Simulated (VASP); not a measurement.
# WS2 (I4_1/amd) in VASP: a series of runs, part 3 of 3

VASP 6.6.1. The steps go on from the part before.

### 4 Single point, r2SCAN+rVV10

This run uses another cell than the first one, of 17.38 Å³/atom, 1.047 times its volume.

Input file POSCAR:

```
WS2
1.0
   -2.3690038826      2.3690038826      4.6455734726
    2.3690038826     -2.3690038826      4.6455734726
    2.3690038826      2.3690038826     -4.6455734726
W S
2 4
Direct
    0.7500000000      0.2500000000      0.5000000000
    0.0000000000      0.0000000000      0.0000000000
    0.4876337886     -0.0123662114      0.5000000000
    0.7376337886      0.7376337886      0.0000000000
    0.2623662114      0.2623662114      0.0000000000
    1.0123662114      0.5123662114      0.5000000000
```

Input file INCAR.step1:

```
ALGO     = Normal         # electronic algorithm
EDIFF    = 1E-4           # SCF threshold, eV
ENCUT    = 520            # plane-wave cutoff, eV
GGA      = PE             # functional
ISMEAR   = -1             # smearing method
LASPH    = True           # aspherical terms in the spheres
LCHARG   = False          # write CHGCAR
LREAL    = False          # projectors in reciprocal space
LWAVE    = True           # write WAVECAR
NBANDS   = 35             # bands
NELM     = 80             # most SCF steps
PREC     = Accurate       # precision mode
SIGMA    = 0.03           # smearing width, eV
```

Input file INCAR.step2:

```
ALGO     = Normal         # electronic algorithm
BPARAM   = 11.95        
CPARAM   = 0.0093       
EDIFF    = 1E-7           # SCF threshold, eV
ENCUT    = 520            # plane-wave cutoff, eV
ISIF     = 2              # what is computed and relaxed
ISMEAR   = -1             # smearing method
ISTART   = 1            
IVDW_NL  = 2            
LASPH    = True           # aspherical terms in the spheres
LCHARG   = False          # write CHGCAR
LMIXTAU  = True         
LREAL    = False          # projectors in reciprocal space
LUSE_VDW = True         
LWAVE    = False          # write WAVECAR
METAGGA  = R2SCAN         # meta-GGA
NBANDS   = 35             # bands
NELM     = 80             # most SCF steps
PREC     = Accurate       # precision mode
SIGMA    = 0.03           # smearing width, eV
```

Input file KPOINTS:

```
k-points
0
Gamma
  8 8 8
```

Potentials or basis: VASP PAW PBE potentials, release 64 (W_sv, S).

On the command line:

```
> cat potpaw_PBE.64/W_sv/POTCAR potpaw_PBE.64/S/POTCAR > POTCAR
> cp INCAR.step1 INCAR
> mpirun -np 1 vasp_std > vasp.out
> cp INCAR.step2 INCAR
> mpirun -np 1 vasp_std > vasp.out
```

OUTCAR:

```text
BPARAM = 11.95
   EDIFF = 1E-7
   ENCUT = 520
   ISIF = 2
   ISMEAR = -1
   ISTART = 1
   IVDW_NL = 2
   LASPH = True
   LREAL = False
   METAGGA = R2SCAN
   NELM = 80
   PREC = Accurate

 ion  position               nearest neighbor table
   1  0.750  0.250  0.500-   5 2.37   4 2.37   5 2.37   4 2.37   3 2.44   6 2.44   2 3.32   2 3.32
                             2 3.32   2 3.32
   2  0.000  0.000  0.000-   6 2.37   3 2.37   6 2.37   3 2.37   4 2.44   5 2.44   1 3.32   1 3.32
                             1 3.32   1 3.32
   3  0.488  0.988  0.500-   2 2.37   2 2.37   1 2.44
   4  0.738  0.738  0.000-   1 2.37   1 2.37   2 2.44
   5  0.262  0.262  0.000-   1 2.37   1 2.37   2 2.44
   6  0.012  0.512  0.500-   2 2.37   2 2.37   1 2.44

  LATTYP: Found a body centered tetragonal cell.
 ALAT       =     4.7380077652
 C/A-ratio  =     1.9609817893

  Lattice vectors:

 A1 = (  -2.3690038826,   2.3690038826,   4.6455734726)
 A2 = (   2.3690038826,  -2.3690038826,   4.6455734726)
 A3 = (   2.3690038826,   2.3690038826,  -4.6455734726)

Analysis of symmetry for initial positions (statically):
=====================================================================
 Subroutine PRICEL returns:
 Original cell was already a primitive cell.

 Routine SETGRP: Setting up the symmetry group for a
 body centered tetragonal supercell.

 Subroutine GETGRP returns: Found 16 space group operations
 (whereof  8 operations were pure point group operations)
 out of a pool of 16 trial point group operations.

The static configuration has the point symmetry D_2d.
 The point group associated with its full space group is D_4h.

Analysis of symmetry for dynamics (positions and initial velocities):
=====================================================================
 Subroutine PRICEL returns:
 Original cell was already a primitive cell.

 Routine SETGRP: Setting up the symmetry group for a
 body centered tetragonal supercell.

 Subroutine GETGRP returns: Found 16 space group operations
 (whereof  8 operations were pure point group operations)
 out of a pool of 16 trial point group operations.

The dynamic configuration has the point symmetry D_2d.
 The point group associated with its full space group is D_4h.

 Subroutine INISYM returns: Found 16 space group operations
 (whereof  8 operations are pure point group operations),
 and found     1 'primitive' translations

----------------------------------------------------------------------------------------

                                     Primitive cell

  volume of cell :     104.2872

  direct lattice vectors                    reciprocal lattice vectors
    -2.369003883  2.369003883  4.645573473     0.000000000  0.211059173  0.107629339
     2.369003883 -2.369003883  4.645573473     0.211059173  0.000000000  0.107629339
     2.369003883  2.369003883 -4.645573473     0.211059173  0.211059173  0.000000000

  length of vectors
     5.727627055  5.727627055  5.727627055     0.236917811  0.236917811  0.298482745

  position of ions in fractional coordinates (direct lattice)
     0.750000000  0.250000000  0.500000000
     0.000000000  0.000000000  0.000000000
     0.487633789  0.987633789  0.500000000
     0.737633789  0.737633789  0.000000000
     0.262366211  0.262366211  0.000000000
[... 42 lines left out ...]
  0.375000  0.000000 -0.000000      8.000000
  0.500000  0.000000  0.000000      4.000000
  0.125000  0.125000  0.000000      8.000000
[... 16 lines left out ...]
  0.250000  0.125000  0.125000     16.000000
  0.375000  0.125000  0.125000      8.000000
 [... further k-points ...]
   k-points           NKPTS =     59   k-points in BZ     NKDIM =     59   number of bands    NBANDS=     35
   number of dos      NEDOS =    301   number of ions     NIONS =      6
   total plane-waves  NPLWV = 110592
   dimension x,y,z NGX =    48 NGY =   48 NGZ =   48
   dimension x,y,z NGXF=    96 NGYF=   96 NGZF=   96
   ions per type =               2   4
   NGX,Y,Z   is equivalent  to a cutoff of  13.93, 13.93, 13.93 a.u.
   NGXF,Y,Z  is equivalent  to a cutoff of  27.86, 27.86, 27.86 a.u.
 SYSTEM =  unknown system
   PREC   = accura    normal or accurate (medium, high low for compatibility)
   ISTART =      1    job   : 0-new  1-cont  2-samecut
   ICHARG =      0    charge: 1-file 2-atom 10-const
   ISPIN  =      1    spin polarized calculation?
   LNONCOLLINEAR =      F non collinear calculations
   LSORBIT =      F    spin-orbit coupling
   LASPH  =      T    aspherical Exc in radial PAW
   ENCUT  =  520.0 eV  38.22 Ry    6.18 a.u.  10.65 10.65 10.65*2*pi/ulx,y,z
   NELM   =     80;   NELMIN=  2; NELMDL=  0     # of ELM steps
   EDIFF  = 0.1E-06   stopping-criterion for ELM
   LREAL  =      F    real-space projection
   EDIFFG = 0.1E-05   stopping-criterion for IOM
   NSW    =      0    number of steps for IOM
   IBRION =     -1    ionic relax: 0-MD 1-quasi-New 2-CG
   NFREE  =      0    steps in history (QN), initial steepest desc. (CG)
   ISIF   =      2    stress and relaxation
   ISYM   =      2    0-nonsym 1-usesym 2-fastsym
   POTIM  = 0.5000    time-step for ionic-motion
   TEBEG  =    0.0;   TEEND  =   0.0 temperature during run
   PSTRESS=    0.0 pullay stress
   NELECT =      52.0000    total number of electrons
   NUPDOWN=      -1.0000    fix difference up-down
   EMIN   =  10.00;   EMAX   =-10.00  energy-range for DOS
   EFERMI =   0.00;   METHOD = LEGACY
   ISMEAR =    -1;   SIGMA  =   0.03  broadening in eV -4-tet -1-fermi 0-gaus
   EFERMI_NEDOS =   21; number of points for ismear=-14 and -15
   IALGO  =     38    algorithm
   IMIX   =      4    mixing-type and parameters
     AMIX     =   0.40;   BMIX     =  1.00
     AMIX_MAG =   1.60;   BMIX_MAG =  1.00
  volume/ion in A,a.u.               =      17.38       117.29
  Fermi-wavevector in a.u.,A,eV,Ry     =   1.298172  2.453190 22.929235  1.685251
  Thomas-Fermi vector in A             =   2.429518
   LORBIT       =      0    0 simple, 1 ext, 2 COOP (PROOUT), +10 PAW based schemes
   METAGGA = R2SCAN    functional components
   LHFCALC =     F    Hartree Fock is set to
   AEXX    =    0.0000 exact exchange contribution
   IVDW_NL    =     2    kernel type
   BPARAM     =11.9500
   IVDW    =     0    specifies the selected vdW correction
   LEPSILON=     F    determine dielectric tensor
   LRPA    =     F    only Hartree local field effects (RPA)
 non-spin polarized calculation
  energy-cutoff  :      520.00
  volume of cell :      104.29
 maximum number of plane-waves:      2834
 NGX is ok and might be reduce to    48
   NGX = 21   NGY = 21   NGZ = 21

 number of electron      51.9999999 magnetization

 Free energy of the ion-electron system (eV)
  ---------------------------------------------------
  ext. energy  EPLUGINS =         0.00000000
  ---------------------------------------------------
  free energy    TOTEN  =      -135.51549893 eV

  energy without entropy =     -135.50821881  energy(sigma->0) =     -135.51185887

 E-fermi :   7.9815     XC(G=0): -11.9338

 val. band max:        7.9792409904   @ k =   0.5000   0.3750   0.0000
 cond. band min:       8.0066381465   @ k =  -0.1250   0.1250   0.1250
 fundamental gap:      0.0273971561
 Fermi energy:         7.9815162068

 k-point     1 :       0.0000    0.0000    0.0000
  band No.  band energies     occupation
      1     -69.2873      2.00000
      2     -69.2769      2.00000
      3     -32.9228      2.00000
      4     -32.9228      2.00000
      5     -32.8656      2.00000
      6     -32.8656      2.00000
[... 901 lines left out ...]
     34      13.1178      0.00000
     35      14.7454      0.00000

 [... further k-points ...]

------------------------ aborting loop because EDIFF is reached ----------------------------------------

  FORCE on cell =-STRESS in cart. coord.  units (eV):
  Direction    XX          YY          ZZ          XY          YZ          ZX
  --------------------------------------------------------------------------------------
  -------------------------------------------------------------------------------------
  Total        0.2427231      0.2427231      0.2239183      0.0000000     -0.0000000      0.0000000
  in kB        3.7289874      3.7289874      3.4400867      0.0000000     -0.0000000      0.0000000
  external PRESSURE =       3.6326871 kB  Pullay stress =       0.0000000 kB

 VOLUME and BASIS-vectors are now :
 -----------------------------------------------------------------------------
  energy-cutoff  :      520.00
  volume of cell :      104.29
      direct lattice vectors                 reciprocal lattice vectors
    -2.369003883  2.369003883  4.645573473     0.000000000  0.211059173  0.107629339
     2.369003883 -2.369003883  4.645573473     0.211059173  0.000000000  0.107629339
     2.369003883  2.369003883 -4.645573473     0.211059173  0.211059173  0.000000000

 POSITION                                       TOTAL-FORCE (eV/Angst)
 -----------------------------------------------------------------------------------
     -0.00000      2.36900      2.32279        -0.000000     -0.000000     -0.000000
      0.00000      0.00000      0.00000        -0.000000     -0.000000     -0.000000
      2.36900     -0.00000      4.53068        -0.000000      0.000000     -0.018159
      0.00000      0.00000      6.85346         0.000000     -0.000000     -0.018159
      0.00000      0.00000      2.43768         0.000000     -0.000000      0.018159
      2.36900      0.00000      0.11490        -0.000000      0.000000      0.018159
 -----------------------------------------------------------------------------------
    total drift:                               -0.000000     -0.000000      0.000000

  FREE ENERGIE OF THE ION-ELECTRON SYSTEM (eV)
  ---------------------------------------------------
  free  energy   TOTEN  =      -135.5154989280 eV

  energy  without entropy=     -135.5082188128  energy(sigma->0) =     -135.51185887
```

It took 15 min on 1 thread of Intel Xeon Platinum 8488C (Sapphire Rapids), shared host; peak memory 0.83 GiB.

What came out:

| Property | Result |
| --- | --- |
| Free energy | -135.5155 eV |
| Pressure | 0.4 GPa |
| Largest force | 0.018 eV/Å |
| Band gap on the k mesh | zero (band 26 reaches 8.86 eV, above the bottom of band 27 at 6.19 eV) |

Forces on the atoms (eV/Å):
```
W    0.000  0.000  0.000
W    0.000  0.000  0.000
S    0.000  0.000 -0.018
S    0.000  0.000 -0.018
S    0.000  0.000  0.018
S    0.000  0.000  0.018
```

Levels at points of the mesh, in eV from the Fermi level:
```
           k point  band 22  band 23  band 24  band 25  band 26  band 27  band 28  band 29  band 30  band 31
(0.00, 0.00, 0.00)    -2.86    -1.35    -1.35    -1.12    -1.05    -1.05    -0.98    -0.06     0.07     0.88
(0.50, 0.00, 0.00)    -3.72    -2.05    -1.76    -1.71     0.09     0.39     0.44     1.14     1.43     1.57
(0.50, 0.50, 0.00)    -4.24    -1.44    -1.44     0.45     0.45     1.55     1.55     1.60     1.60     4.48
(0.50, 0.50, 0.50)    -3.08    -2.37    -2.37    -2.01    -2.01    -1.79    -1.79     0.13     0.13     1.79
```

Caveat: the PAW data sets were made with another functional, which shifts forces and pressure a little; spin-orbit coupling is left out, which moves the levels of the heavy elements.
